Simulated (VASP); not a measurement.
Wanted: the native input for a VASP 6.6.1 run.

| Item | Value |
| --- | --- |
| Task | single point |
| Functional | PBE |
| Potentials or basis | VASP PAW PBE potentials, release 64 (As) |
| Cutoff | 520 eV |
| k mesh | 13 × 13 × 13 |
| Occupations | fermi-dirac, width 0.1 eV |
| Spin | no spin polarisation |
| Dipole correction | no |
| Further INCAR settings | ALGO = Normal; EDIFF = 1e-06; NBANDS = 8 |

The structure of As lies in POSCAR:

```
As
1.0
    2.6202443659      0.0000000000      0.0000000000
    0.0000000000      2.6202443659      0.0000000000
    0.0000000000      0.0000000000      2.6202443659
As
1
Direct
    0.0000000000      0.0000000000      0.0000000000
```

This cell differs from its parent crystal: volume scaled by 0.88.

These files were run (other wordings do the same):

INCAR

```
  PREC = Accurate
  ENCUT = 520
  EDIFF = 1E-6
  ISMEAR = -1
  SIGMA = 0.1
  LREAL = F
  LASPH = T
  NELM = 100
  ALGO = Normal
  ISIF = 2
  LWAVE = F
  LCHARG = F
  GGA = PE
  NBANDS = 8
```

KPOINTS

```
Automatic mesh
0
Gamma
  13 13 13
```

Potentials or basis: VASP PAW PBE potentials, release 64 (As).

Run with:

```console
$ cat potpaw_PBE.64/As/POTCAR > POTCAR
$ mpirun -np 1 vasp_std > vasp.out
```

It gave:

| Quantity | Value |
| --- | --- |
| Pressure | 13.5 GPa |

Run time: 6 s on 1 thread of AMD EPYC 7R13 Processor (Zen 3) (shared host), peak memory 0.1 GiB.
